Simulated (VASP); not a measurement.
# Al (Fd-3m) in VASP: notebook

The runs below take Al through single point, with r2SCAN.

All numbers are computed with VASP 6.6.1; they aren't measurements. Logs are shortened: lines on timing, memory, paths and dates and some standing lists are left out, and cuts for length are marked.

## Step 1: The cell of the first run

Symmetry: Fd-3m, No. 227, cubic system. Conventional cell: a = 5.946 Å, b = 5.946 Å, c = 5.946 Å, α = 90.00°, β = 90.00°, γ = 90.00°. Within 3.4 Å of Al (site symmetry -43m) lie 4 Al at 2.57 Å.

## Step 2: Single point, r2SCAN (volume scaled by 0.96)

File POSCAR:

```
Al
1.0
    0.0000000000      2.9730043763      2.9730043763
    2.9730043763      0.0000000000      2.9730043763
    2.9730043763      2.9730043763      0.0000000000
Al
2
Direct
    0.1250000000      0.1250000000      0.1250000000
    0.8750000000      0.8750000000      0.8750000000
```

File INCAR.step1:

```
SYSTEM = Al
PREC = Accurate ; ENCUT = 520
ISMEAR = -1 ; SIGMA = 0.1
LREAL = .False. ; LASPH = .True.
NELM = 60 ; NBANDS = 10
GGA = PE ; ALGO = Normal
EDIFF = 1E-4 ; LWAVE = .True.
LCHARG = .False.
```

File INCAR.step2:

```
SYSTEM = Al
PREC = Accurate ; ENCUT = 520
EDIFF = 1E-7 ; ISMEAR = -1
SIGMA = 0.1 ; LREAL = .False.
LASPH = .True. ; NELM = 60
ALGO = Normal ; ISIF = 2
LWAVE = .False. ; LCHARG = .False.
METAGGA = R2SCAN ; LMIXTAU = .True.
NBANDS = 10 ; ISTART = 1
```

File KPOINTS:

```
Automatic mesh
0
Gamma
  10 10 10
  0 0 0
```

Potentials or basis: VASP PAW PBE potentials, release 64 (Al).

Run with:

```sh
> cat potpaw_PBE.64/Al/POTCAR > POTCAR
> cp INCAR.step1 INCAR
> mpirun -np 1 vasp_std > vasp.out
> cp INCAR.step2 INCAR
> mpirun -np 1 vasp_std > vasp.out
```

OUTCAR:

```text
SYSTEM = Al
   PREC = Accurate
   ENCUT = 520
   EDIFF = 1E-7
   ISMEAR = -1
   LREAL = .False.
   LASPH = .True.
   NELM = 60
   ISIF = 2
   METAGGA = R2SCAN
   ISTART = 1

 ion  position               nearest neighbor table
   1  0.125  0.125  0.125-   2 2.57   2 2.57   2 2.57   2 2.57
   2  0.875  0.875  0.875-   1 2.57   1 2.57   1 2.57   1 2.57

  LATTYP: Found a face centered cubic cell.
 ALAT       =     5.9460087526

  Lattice vectors:

 A1 = (   0.0000000000,   2.9730043763,   2.9730043763)
 A2 = (   2.9730043763,   0.0000000000,   2.9730043763)
 A3 = (   2.9730043763,   2.9730043763,   0.0000000000)

Analysis of symmetry for initial positions (statically):
=====================================================================
 Subroutine PRICEL returns:
 Original cell was already a primitive cell.

 Routine SETGRP: Setting up the symmetry group for a
 face centered cubic supercell.

 Subroutine GETGRP returns: Found 48 space group operations
 (whereof 12 operations were pure point group operations)
 out of a pool of 48 trial point group operations.

The static configuration has the point symmetry D_3d.
 The point group associated with its full space group is O_h .

Analysis of symmetry for dynamics (positions and initial velocities):
=====================================================================
 Subroutine PRICEL returns:
 Original cell was already a primitive cell.

 Routine SETGRP: Setting up the symmetry group for a
 face centered cubic supercell.

 Subroutine GETGRP returns: Found 48 space group operations
 (whereof 12 operations were pure point group operations)
 out of a pool of 48 trial point group operations.

The dynamic configuration has the point symmetry D_3d.
 The point group associated with its full space group is O_h .

 Subroutine INISYM returns: Found 48 space group operations
 (whereof 12 operations are pure point group operations),
 and found     1 'primitive' translations

----------------------------------------------------------------------------------------

                                     Primitive cell

  volume of cell :      52.5553

  direct lattice vectors                    reciprocal lattice vectors
     0.000000000  2.973004376  2.973004376    -0.168180042  0.168180042  0.168180042
     2.973004376  0.000000000  2.973004376     0.168180042 -0.168180042  0.168180042
     2.973004376  2.973004376  0.000000000     0.168180042  0.168180042 -0.168180042

  length of vectors
[... 83 lines left out ...]
   LREAL  =      F    real-space projection
   EDIFFG = 0.1E-05   stopping-criterion for IOM
   NSW    =      0    number of steps for IOM
   IBRION =     -1    ionic relax: 0-MD 1-quasi-New 2-CG
   NFREE  =      0    steps in history (QN), initial steepest desc. (CG)
   ISIF   =      2    stress and relaxation
   ISYM   =      2    0-nonsym 1-usesym 2-fastsym
   POTIM  = 0.5000    time-step for ionic-motion
   TEBEG  =    0.0;   TEEND  =   0.0 temperature during run
   PSTRESS=    0.0 pullay stress
   NELECT =       6.0000    total number of electrons
   NUPDOWN=      -1.0000    fix difference up-down
   EMIN   =  10.00;   EMAX   =-10.00  energy-range for DOS
   EFERMI =   0.00;   METHOD = LEGACY
   ISMEAR =    -1;   SIGMA  =   0.10  broadening in eV -4-tet -1-fermi 0-gaus
   EFERMI_NEDOS =   21; number of points for ismear=-14 and -15
   IALGO  =     38    algorithm
   IMIX   =      4    mixing-type and parameters
     AMIX     =   0.40;   BMIX     =  1.00
     AMIX_MAG =   1.60;   BMIX_MAG =  1.00
  volume/ion in A,a.u.               =      26.28       177.33
  Fermi-wavevector in a.u.,A,eV,Ry     =   0.794181  1.500785  8.581522  0.630724
  Thomas-Fermi vector in A             =   1.900263
   LORBIT       =      0    0 simple, 1 ext, 2 COOP (PROOUT), +10 PAW based schemes
   METAGGA = R2SCAN    functional components
   LHFCALC =     F    Hartree Fock is set to
   AEXX    =    0.0000 exact exchange contribution
   IVDW    =     0    specifies the selected vdW correction
   LEPSILON=     F    determine dielectric tensor
   LRPA    =     F    only Hartree local field effects (RPA)
 non-spin polarized calculation
  energy-cutoff  :      520.00
  volume of cell :       52.56
 maximum number of plane-waves:      1428
   NGX = 15   NGY = 15   NGZ = 15

 number of electron       6.0000000 magnetization

 Free energy of the ion-electron system (eV)
  ---------------------------------------------------
  ext. energy  EPLUGINS =         0.00000000
  ---------------------------------------------------
  free energy    TOTEN  =       -11.86025983 eV

  energy without entropy =      -11.81687294  energy(sigma->0) =      -11.83856638

 E-fermi :   3.0401     XC(G=0):  -8.7107

 val. band max:        2.9861591992   @ k =   0.5000   0.3000   0.0000
 cond. band min:       3.1371798998   @ k =  -0.3000   0.3000   0.1000
 fundamental gap:      0.1510207005
 Fermi energy:         3.0401198372

 k-point     1 :       0.0000    0.0000    0.0000
  band No.  band energies     occupation
      1      -5.4501      2.00000
      2       5.3733      0.00000
      3       5.3733      0.00000
      4       5.3734      0.00000
      5       7.3167      0.00000
      6       7.3167      0.00000
      7       7.3167      0.00000
      8       9.5018      0.00000
      9      11.4445      0.00000
     10      11.4445      0.00000
[... 287 lines left out ...]
 k-point    24 :       0.4000    0.3000    0.0000
  band No.  band energies     occupation
      1      -3.4308      2.00000
      2       0.6753      2.00000
      3       2.5276      1.98818
      4       2.9729      1.32395
      5       5.8043      0.00000
      6       6.7602      0.00000
      7      11.4718      0.00000
      8      11.6056      0.00000
      9      14.0821      0.00000
     10      15.6997      0.00000

 [... further k-points ...]
[... 5 lines left out ...]
  --------------------------------------------------------------------------------------
  -------------------------------------------------------------------------------------
  Total        0.5382744      0.5382744      0.5382744     -0.0000000      0.0000000      0.0000000
  in kB       16.4095887     16.4095887     16.4095887     -0.0000000      0.0000000      0.0000000
  external PRESSURE =      16.4095887 kB  Pullay stress =       0.0000000 kB

 VOLUME and BASIS-vectors are now :
 -----------------------------------------------------------------------------
  energy-cutoff  :      520.00
  volume of cell :       52.56
      direct lattice vectors                 reciprocal lattice vectors
     0.000000000  2.973004376  2.973004376    -0.168180042  0.168180042  0.168180042
     2.973004376  0.000000000  2.973004376     0.168180042 -0.168180042  0.168180042
     2.973004376  2.973004376  0.000000000     0.168180042  0.168180042 -0.168180042

 POSITION                                       TOTAL-FORCE (eV/Angst)
 -----------------------------------------------------------------------------------
      0.74325      0.74325      0.74325         0.000000      0.000000      0.000000
      5.20276      5.20276      5.20276        -0.000000     -0.000000     -0.000000
 -----------------------------------------------------------------------------------
    total drift:                                0.000000     -0.000000     -0.000000

  FREE ENERGIE OF THE ION-ELECTRON SYSTEM (eV)
  ---------------------------------------------------
  free  energy   TOTEN  =       -11.8602598271 eV

  energy  without entropy=      -11.8168729383  energy(sigma->0) =      -11.83856638
```

OUTCAR.step1:

```text
SYSTEM = Al
   PREC = Accurate
   ENCUT = 520
   ISMEAR = -1
   LREAL = .False.
   LASPH = .True.
[... 534 lines left out ...]
      0.74325      0.74325      0.74325        -0.000000     -0.000000     -0.000000
      5.20276      5.20276      5.20276         0.000000      0.000000      0.000000
 -----------------------------------------------------------------------------------
    total drift:                                0.000000      0.000000     -0.000000

  FREE ENERGIE OF THE ION-ELECTRON SYSTEM (eV)
  ---------------------------------------------------
  free  energy   TOTEN  =        -6.0115821026 eV

  energy  without entropy=       -5.9650000564  energy(sigma->0) =       -5.98829108
```

Wall time 49 s (1 thread of AMD EPYC 9R45 (Zen 5), shared host); peak memory 0.15 GiB.

Results:

| Item | Value |
| --- | --- |
| Free energy | -11.8603 eV |
| Pressure | 1.6 GPa |
| Band gap on the k mesh | zero (band 3 reaches 5.37 eV, above the bottom of band 4 at 1.57 eV) |

Caveat: the cell differs from its parent crystal (volume scaled by 0.96); the PAW data sets were made with another functional, which shifts forces and pressure a little.

## Step 3: Single point, r2SCAN

This run uses another cell than the first one, of 27.37 Å³/atom, 1.042 times its volume.

File POSCAR:

```
Al
1.0
    0.0000000000      3.0137355251      3.0137355251
    3.0137355251      0.0000000000      3.0137355251
    3.0137355251      3.0137355251      0.0000000000
Al
2
Direct
    0.1250000000      0.1250000000      0.1250000000
    0.8750000000      0.8750000000      0.8750000000
```

File INCAR.step1:

```
  ALGO = Normal
  EDIFF = 1E-4
  ENCUT = 520
  GGA = PE
  ISMEAR = -1
  LASPH = T
  LCHARG = F
  LREAL = F
  LWAVE = T
  NBANDS = 10
  NELM = 100
  PREC = Accurate
  SIGMA = 0.1
```

File INCAR.step2:

```
  ALGO = Normal
  EDIFF = 1E-6
  ENCUT = 520
  ISIF = 2
  ISMEAR = -1
  ISTART = 1
  LASPH = T
  LCHARG = F
  LMIXTAU = T
  LREAL = F
  LWAVE = F
  METAGGA = R2SCAN
  NBANDS = 10
  NELM = 100
  PREC = Accurate
  SIGMA = 0.1
```

File KPOINTS:

```
k-points
0
Gamma
  10 10 10
```

Potentials or basis: VASP PAW PBE potentials, release 64 (Al).

Run with:

```sh
> cat potpaw_PBE.64/Al/POTCAR > POTCAR
> cp INCAR.step1 INCAR
> mpirun -np 1 vasp_std > vasp.out
> cp INCAR.step2 INCAR
> mpirun -np 1 vasp_std > vasp.out
```

Wall time 46 s (1 thread of AMD EPYC 9R45 (Zen 5), shared host); peak memory 0.15 GiB.

It converged, with:

```yaml
Free_energy: -11.8700 eV
Pressure: -0.1 GPa
Band_gap_on_the_k_mesh: zero (band 3 reaches 5.03 eV, above the bottom of band 4 at 1.38 eV)
```

Levels at points of the mesh, in eV from the Fermi level:
```csv
k point,band 1,band 2,band 3,band 4,band 5,band 6,band 7
"(0.00, 0.00, 0.00)",-8.31,2.25,2.25,2.25,4.19,4.19,4.19
"(0.50, 0.00, 0.00)",-6.15,-4.05,1.14,1.14,3.68,4.66,4.66
"(0.50, 0.50, 0.00)",-4.56,-4.56,-0.44,-0.44,2.37,2.37,11.39
```

Caveat: the PAW data sets were made with another functional, which shifts forces and pressure a little.
